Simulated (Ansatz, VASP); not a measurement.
## One calculation of Sb, two programs

```
CELL_PARAMETERS angstrom
2.10884 1.21754 3.89376
-2.10884 1.21754 3.89376
0.00000 -2.43508 3.89376
ATOMIC_POSITIONS crystal
Sb 0.23364 0.23364 0.23364
Sb 0.76636 0.76636 0.76636
```

Change from the starting cell: z stretched by +4 % at fixed volume, PAW files.

Alike in both runs: task electric field gradients; functional PBE; k mesh 9 × 9 × 9; occupations fermi-dirac, width 0.05 eV; no spin polarisation.

|  | VASP | Ansatz |
| --- | --- | --- |
| version | VASP 6.6.1 | Ansatz 0.2.0 |
| potentials or method | VASP PAW PBE potentials, release 64 (Sb) | PAW with Ansatz's default frozen-core files, scalar-relativistic |
| plane-wave cutoff (eV) | 520 | 420 |
| valence electrons in the cell | 10 | 30 |

|  | VASP | Ansatz | Ansatz less VASP |
| --- | --- | --- | --- |
| pressure (GPa) | 3.5 | 3.4 | -0.09 |
| traceless stress, the component that is largest in VASP (GPa) | -1.48 | -1.45 | +0.033 |
| rms of the force components (eV/Å) | 0.122 | 0.093 | -0.0291 |
| size of Vzz on the site where it differs most (V/Å²) | 22.8 | 26.0 | +3.24 |

Atom by atom the forces differ by 0.029 eV/Å (rms over components). VASP's potentials hold 10 valence electrons a cell and Ansatz's 30, so a difference there can come from the potentials and not from the codes.

Neither program's run includes spin-orbit coupling.
